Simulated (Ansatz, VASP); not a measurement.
# FeCo in VASP and in Ansatz

The input INCAR:

```
PREC = Accurate
ENCUT = 520
EDIFF = 1E-8
ISMEAR = -1
SIGMA = 0.05
LREAL = F
LASPH = T
NELM = 200
ALGO = Normal
ISIF = 2
LWAVE = F
LCHARG = F
ISPIN = 2
MAGMOM = 3 2
LORBIT = 11
LMAXMIX = 4
GGA = PE
LEFG = T
NBANDS = 20
GGA_COMPAT = F
```

Contents of KPOINTS:

```
Automatic mesh
0
Gamma
  13 13 13
```

The input POSCAR:

```
FeCo
1.0
    2.8085669146      0.0000000000      0.0000000000
    0.0000000000      2.8085669146      0.0000000000
    0.0000000000      0.0000000000      2.8085669146
Fe Co
1 1
Direct
    0.5000000000      0.5000000000      0.5000000000
    0.0000000000      0.0000000000      0.0000000000
```

Input for Ansatz:

```yaml
crystal:
  lattice:
    - [2.8085669146, 0.0, 0.0]
    - [0.0, 2.8085669146, 0.0]
    - [0.0, 0.0, 2.8085669146]
  atoms:
    - { symbol: Fe, position: [0.5, 0.5, 0.5], spin: 3.0 }
    - { symbol: Co, position: [0.0, 0.0, 0.0], spin: 2.0 }
magnetization:
  spin_polarized: true
kpoints:
  mp_grid: { grid: [13, 13, 13] }
scf:
  occupations: { method: fermi_dirac, width: 0.05 }
hamiltonian:
  xc: pbe
  pseudopotentials: { kind: paw }
output:
  forces: true
  stress: true
  eigenvalues: true
  efg: { contact_densities: true }
```

Change from the starting cell: volume scaled by 0.95, PAW files.

Alike in both runs: task electric field gradients; functional PBE; k mesh 13 × 13 × 13; occupations fermi-dirac, width 0.05 eV; collinear spin.

|  | VASP | Ansatz |
| --- | --- | --- |
| version | VASP 6.6.1 | Ansatz 0.2.0 |
| potentials or method | VASP PAW PBE potentials, release 64 (Fe, Co) | PAW with Ansatz's default frozen-core files, scalar-relativistic |
| plane-wave cutoff (eV) | 520 | 420 |
| valence electrons in the cell | 17 | 33 |

```tsv
	VASP	Ansatz	Ansatz less VASP
pressure (GPa)	7.3	8.1	+0.76
net moment per atom (μB)	2.22	2.23	+0.011
size of the moment on the site where the two differ most (μB)	1.74	1.82	+0.076
```

Site moments also hang on the region over which each program counts them. VASP's potentials hold 17 valence electrons a cell and Ansatz's 33, so a difference there can come from the potentials and not from the codes.
